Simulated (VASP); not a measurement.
# Na3YbGeSe (P-6m2) in VASP: single point with PBE

Aim: the single point of Na3YbGeSe with PBE.

All numbers are computed with VASP 6.6.1; they aren't measurements. Logs are shortened: lines on timing, memory, paths and dates and some standing lists are left out, and cuts for length are marked.

## (1) The cell of the first run

The structure is hexagonal, space group P-6m2 (No. 187). Conventional cell: a = 6.317 Å, b = 6.317 Å, c = 4.615 Å, α = 90.00°, β = 90.00°, γ = 120.00°. Within 4.0 Å of Na (site symmetry mm2) lie 2 Se at 2.92 Å and 2 Ge at 2.96 Å and 4 Na at 3.09 to 3.22 Å and 4 Yb at 3.91 Å. Within 4.8 Å of Yb (site symmetry -6m2) lie 3 Ge at 3.65 Å and 3 Se at 3.65 Å and 12 Na at 3.91 Å and 2 Yb at 4.62 Å. Ge (site symmetry -6m2) has 6 Na at 2.96 Å and 3 Yb at 3.65 Å and 3 Se at 3.65 Å within 3.9 Å. Within 3.8 Å of Se (site symmetry -6m2) lie 6 Na at 2.92 Å and 3 Ge at 3.65 Å and 3 Yb at 3.65 Å.

The cell was built from a structure type or drawn by symmetry, and may not be a known phase.

## (2) Single point, PBE, collinear spin, ferromagnetic start

INCAR reads:

```
ALGO = Normal ; EDIFF = 1E-7
ENCUT = 520 ; GGA = PE
ISIF = 2 ; ISMEAR = 0
ISPIN = 2 ; LASPH = True
LCHARG = False ; LMAXMIX = 6
LORBIT = 11 ; LREAL = False
LWAVE = False ; MAGMOM = 0 0 0 1 0 0
NBANDS = 46 ; NELM = 150
PREC = Accurate ; SIGMA = 0.15
```

KPOINTS reads:

```
k-points
0
Gamma
  3 3 3
```

POSCAR reads:

```
Na3YbGeSe
1.0
    6.3168027274     -0.0000000031      0.0000000000
   -3.1584013611      5.4705116342      0.0000000000
    0.0000000000      0.0000000000      4.6154995701
Na Yb Ge Se
3 1 1 1
Direct
    0.6734600564      0.8367300282      0.5000000000
    0.1632699718      0.8367300282      0.5000000000
    0.1632699718      0.3265399436      0.5000000000
    0.6666666667      0.3333333333      0.0000000000
    0.3333333333      0.6666666667      0.0000000000
    0.0000000000      0.0000000000      0.0000000000
```

Potentials or basis: VASP PAW PBE potentials, release 64 (Na_pv, Yb, Ge_d, Se).

The run is started by

```sh
> cat potpaw_PBE.64/Na_pv/POTCAR potpaw_PBE.64/Yb/POTCAR potpaw_PBE.64/Ge_d/POTCAR potpaw_PBE.64/Se/POTCAR > POTCAR
> mpirun -np 1 vasp_std > vasp.out
```

OUTCAR:

```text
EDIFF = 1E-7
   ENCUT = 520
   GGA = PE
   ISIF = 2
   ISMEAR = 0
   ISPIN = 2
   LASPH = True
   LORBIT = 11
   LREAL = False
   NELM = 150
   PREC = Accurate

 ion  position               nearest neighbor table
   1  0.673  0.837  0.500-
   2  0.163  0.837  0.500-
   3  0.163  0.327  0.500-
   4  0.667  0.333  0.000-
   5  0.333  0.667  0.000-
   6  0.000  0.000  0.000-

  LATTYP: Found a hexagonal cell.
 ALAT       =     6.3168027274
 C/A-ratio  =     0.7306702092

  Lattice vectors:

 A1 = (   6.3168027274,  -0.0000000031,   0.0000000000)
 A2 = (  -3.1584013611,   5.4705116342,   0.0000000000)
 A3 = (   0.0000000000,   0.0000000000,   4.6154995701)

Analysis of symmetry for initial positions (statically):
=====================================================================
 Subroutine PRICEL returns:
 Original cell was already a primitive cell.

 Routine SETGRP: Setting up the symmetry group for a
 hexagonal supercell.

 Subroutine GETGRP returns: Found 12 space group operations
 (whereof 12 operations were pure point group operations)
 out of a pool of 24 trial point group operations.

The static configuration has the point symmetry D_3h.

Analysis of symmetry for dynamics (positions and initial velocities):
=====================================================================
 Subroutine PRICEL returns:
 Original cell was already a primitive cell.

 Routine SETGRP: Setting up the symmetry group for a
 hexagonal supercell.

 Subroutine GETGRP returns: Found 12 space group operations
 (whereof 12 operations were pure point group operations)
 out of a pool of 24 trial point group operations.

The dynamic configuration has the point symmetry D_3h.

Analysis of structural, dynamic, and magnetic symmetry:
=====================================================================
 Subroutine PRICEL returns:
 Original cell was already a primitive cell.

 Routine SETGRP: Setting up the symmetry group for a
 hexagonal supercell.

 Subroutine GETGRP returns: Found 12 space group operations
 (whereof 12 operations were pure point group operations)
 out of a pool of 24 trial point group operations.

The overall configuration has the point symmetry D_3h.

 Subroutine INISYM returns: Found 12 space group operations
 (whereof 12 operations are pure point group operations),
 and found     1 'primitive' translations

----------------------------------------------------------------------------------------

                                     Primitive cell

  volume of cell :     159.4939

  direct lattice vectors                    reciprocal lattice vectors
     6.316802727 -0.000000003  0.000000000     0.158307936  0.091399129  0.000000000
    -3.158401361  5.470511634  0.000000000     0.000000000  0.182798259  0.000000000
     0.000000000  0.000000000  4.615499570     0.000000000  0.000000000  0.216661270

  length of vectors
     6.316802727  6.316802727  4.615499570     0.182798259  0.182798259  0.216661270

  position of ions in fractional coordinates (direct lattice)
     0.673460056  0.836730028  0.500000000
     0.163269972  0.836730028  0.500000000
     0.163269972  0.326539944  0.500000000
     0.666666667  0.333333333  0.000000000
     0.333333333  0.666666667  0.000000000
     0.000000000  0.000000000  0.000000000

  ion indices of the primitive-cell ions
   primitive index   ion index
                 1           1
                 2           2
                 3           3
                 4           4
                 5           5
                 6           6

----------------------------------------------------------------------------------------

 KPOINTS: k-points
[... 24 lines left out ...]
            Coordinates               Weight
  0.000000  0.000000  0.000000      1.000000
  0.333333 -0.000000  0.000000      6.000000
  0.333333  0.333333  0.000000      2.000000
  0.000000  0.000000  0.333333      2.000000
  0.333333 -0.000000  0.333333     12.000000
  0.333333  0.333333  0.333333      4.000000
   k-points           NKPTS =      6   k-points in BZ     NKDIM =      6   number of bands    NBANDS=     46
   number of dos      NEDOS =    301   number of ions     NIONS =      6
   total plane-waves  NPLWV =  82944
   dimension x,y,z NGX =    48 NGY =   48 NGZ =   36
   dimension x,y,z NGXF=    96 NGYF=   96 NGZF=   72
   ions per type =               3   1   1   1
   NGX,Y,Z   is equivalent  to a cutoff of  12.63, 12.63, 12.97 a.u.
   NGXF,Y,Z  is equivalent  to a cutoff of  25.27, 25.27, 25.93 a.u.
 SYSTEM =  unknown system
   PREC   = accura    normal or accurate (medium, high low for compatibility)
   ISTART =      0    job   : 0-new  1-cont  2-samecut
   ICHARG =      2    charge: 1-file 2-atom 10-const
   ISPIN  =      2    spin polarized calculation?
   LNONCOLLINEAR =      F non collinear calculations
   LSORBIT =      F    spin-orbit coupling
   LASPH  =      T    aspherical Exc in radial PAW
   ENCUT  =  520.0 eV  38.22 Ry    6.18 a.u.  11.75 11.75  8.58*2*pi/ulx,y,z
   NELM   =    150;   NELMIN=  2; NELMDL= -5     # of ELM steps
   EDIFF  = 0.1E-06   stopping-criterion for ELM
   LREAL  =      F    real-space projection
   EDIFFG = 0.1E-05   stopping-criterion for IOM
   NSW    =      0    number of steps for IOM
   IBRION =     -1    ionic relax: 0-MD 1-quasi-New 2-CG
   NFREE  =      0    steps in history (QN), initial steepest desc. (CG)
   ISIF   =      2    stress and relaxation
   ISYM   =      2    0-nonsym 1-usesym 2-fastsym
   POTIM  = 0.5000    time-step for ionic-motion
   TEBEG  =    0.0;   TEEND  =   0.0 temperature during run
   PSTRESS=    0.0 pullay stress
   NELECT =      65.0000    total number of electrons
   NUPDOWN=      -1.0000    fix difference up-down
   EMIN   =  10.00;   EMAX   =-10.00  energy-range for DOS
   EFERMI =   0.00;   METHOD = LEGACY
   ISMEAR =     0;   SIGMA  =   0.15  broadening in eV -4-tet -1-fermi 0-gaus
   EFERMI_NEDOS =   21; number of points for ismear=-14 and -15
   IALGO  =     38    algorithm
   IMIX   =      4    mixing-type and parameters
     AMIX     =   0.40;   BMIX     =  1.00
     AMIX_MAG =   1.60;   BMIX_MAG =  1.00
  volume/ion in A,a.u.               =      26.58       179.39
  Fermi-wavevector in a.u.,A,eV,Ry     =   1.213756  2.293666 20.044143  1.473203
  Thomas-Fermi vector in A             =   2.349198
   LORBIT       =     11    0 simple, 1 ext, 2 COOP (PROOUT), +10 PAW based schemes
   GGA     = PE    functional components
   LHFCALC =     F    Hartree Fock is set to
   AEXX    =    0.0000 exact exchange contribution
   IVDW    =     0    specifies the selected vdW correction
   LEPSILON=     F    determine dielectric tensor
   LRPA    =     F    only Hartree local field effects (RPA)
 spin polarized calculation
 Gauss-broadening in eV      SIGMA  =   0.15
  energy-cutoff  :      520.00
  volume of cell :      159.49
 maximum number of plane-waves:      4308
 NGX is ok and might be reduce to    48
   NGX = 23   NGY = 23   NGZ = 17

 number of electron      65.0000019 magnetization       0.0509989

 number of electron      65.0000019 magnetization      -0.4069824

 Free energy of the ion-electron system (eV)
  ---------------------------------------------------
  ext. energy  EPLUGINS =         0.00000000
  ---------------------------------------------------
  free energy    TOTEN  =       -17.06697739 eV

  energy without entropy =      -17.00065295  energy(sigma->0) =      -17.03381517

 E-fermi :   2.1662     XC(G=0):  -8.6191

 val. band max:        2.1051671867   @ k =   0.3333  -0.0000   0.3333
 cond. band min:       2.1884604360   @ k =   0.3333  -0.0000   0.0000
 fundamental gap:      0.0832932493
 Fermi energy:         2.1662261234

 spin component 1

 k-point     1 :       0.0000    0.0000    0.0000
  band No.  band energies     occupation
      1     -49.7982      1.00000
      2     -22.2441      1.00000
      3     -22.1795      1.00000
      4     -22.1583      1.00000
      5     -22.1583      1.00000
      6     -22.1037      1.00000
[... 271 lines left out ...]
     43       8.6343      0.00000
     44       8.6599      0.00000
 Fermi energy:         2.1662261234

 spin component 2

 k-point     1 :       0.0000    0.0000    0.0000
  band No.  band energies     occupation
      1     -49.7926      1.00000
      2     -22.2374      1.00000
      3     -22.1823      1.00000
      4     -22.1629      1.00000
      5     -22.1629      1.00000
      6     -22.1062      1.00000
[... 271 lines left out ...]
     43       8.6058      0.00000
     44       8.6271      0.00000
 [bands above 44 left out]

------------------------ aborting loop because EDIFF is reached ----------------------------------------

  FORCE on cell =-STRESS in cart. coord.  units (eV):
  Direction    XX          YY          ZZ          XY          YZ          ZX
  --------------------------------------------------------------------------------------
  -------------------------------------------------------------------------------------
  Total        0.3631296      0.3631296      0.0940624     -0.0000000     -0.0000000      0.0000000
  in kB        3.6477771      3.6477771      0.9448926     -0.0000000     -0.0000000      0.0000000
  external PRESSURE =       2.7468156 kB  Pullay stress =       0.0000000 kB

 VOLUME and BASIS-vectors are now :
 -----------------------------------------------------------------------------
  energy-cutoff  :      520.00
  volume of cell :      159.49
      direct lattice vectors                 reciprocal lattice vectors
     6.316802727 -0.000000003  0.000000000     0.158307936  0.091399129  0.000000000
    -3.158401361  5.470511634  0.000000000     0.000000000  0.182798259  0.000000000
     0.000000000  0.000000000  4.615499570     0.000000000  0.000000000  0.216661270

 POSITION                                       TOTAL-FORCE (eV/Angst)
 -----------------------------------------------------------------------------------
      1.61139      4.57734      2.30775         0.005314      0.003068      0.000000
     -1.61139      4.57734      2.30775        -0.005314      0.003068      0.000000
      0.00000      1.78634      2.30775        -0.000000     -0.006136     -0.000000
      3.15840      1.82350      0.00000        -0.000000      0.000000      0.000000
      0.00000      3.64701      0.00000        -0.000000      0.000000      0.000000
      0.00000      0.00000      0.00000        -0.000000      0.000000      0.000000
 -----------------------------------------------------------------------------------
    total drift:                                0.000002     -0.000001      0.000000

  FREE ENERGIE OF THE ION-ELECTRON SYSTEM (eV)
  ---------------------------------------------------
  free  energy   TOTEN  =       -17.0669773947 eV

  energy  without entropy=      -17.0006529461  energy(sigma->0) =      -17.03381517

 total charge

# of ion       s       p       d       f       tot
--------------------------------------------------
    1        0.087   5.995   0.000   0.000   6.081
    2        0.087   5.995   0.000   0.000   6.081
    3        0.087   5.995   0.000   0.000   6.081
    4        2.162   5.974   0.152  13.691  21.979
    5        1.223   1.001   9.962   0.000  12.186
    6        1.460   2.347   0.009   0.000   3.817
--------------------------------------------------
tot          5.105  27.306  10.124  13.691  56.225

 magnetization (x)

# of ion       s       p       d       f       tot
--------------------------------------------------
    1        0.001  -0.002   0.000   0.000  -0.001
    2        0.001  -0.002   0.000   0.000  -0.001
    3        0.001  -0.002   0.000   0.000  -0.001
    4        0.001  -0.003  -0.016   0.029   0.011
    5       -0.001  -0.141  -0.001   0.000  -0.143
    6       -0.001  -0.026  -0.001   0.000  -0.027
--------------------------------------------------
tot          0.001  -0.176  -0.017   0.029  -0.164
```

It took 9.1 min on 1 thread of Intel Xeon 6975P-C (Granite Rapids), shared host; peak memory 0.39 GiB.

What came out:

| Quantity | Value |
| --- | --- |
| Free energy | -17.0670 eV |
| Pressure | 0.3 GPa |
| Largest force | 0.006 eV/Å |
| Net moment | -0.41 μB per cell |
| Site moments | Na -0.00; Yb +0.01; Ge -0.14; Se -0.03 μB |
| Valence electrons inside the program's atomic spheres | Na 6.08; Yb 21.98; Ge 12.19; Se 3.82 |

Forces on the atoms (eV/Å):
```
Na   0.005  0.003  0.000
Na  -0.005  0.003  0.000
Na   0.000 -0.006  0.000
Yb   0.000  0.000  0.000
Ge   0.000  0.000  0.000
Se   0.000  0.000  0.000
```

Stress tensor (GPa, compression positive):
```
0.36 0.00 0.00
0.00 0.36 0.00
0.00 0.00 0.09
```

Caveat: the k points lie up to 0.45 Å⁻¹ apart; spin-orbit coupling is left out, which moves the levels of the heavy elements. The state reached can hang on the start; a lower one may exist.
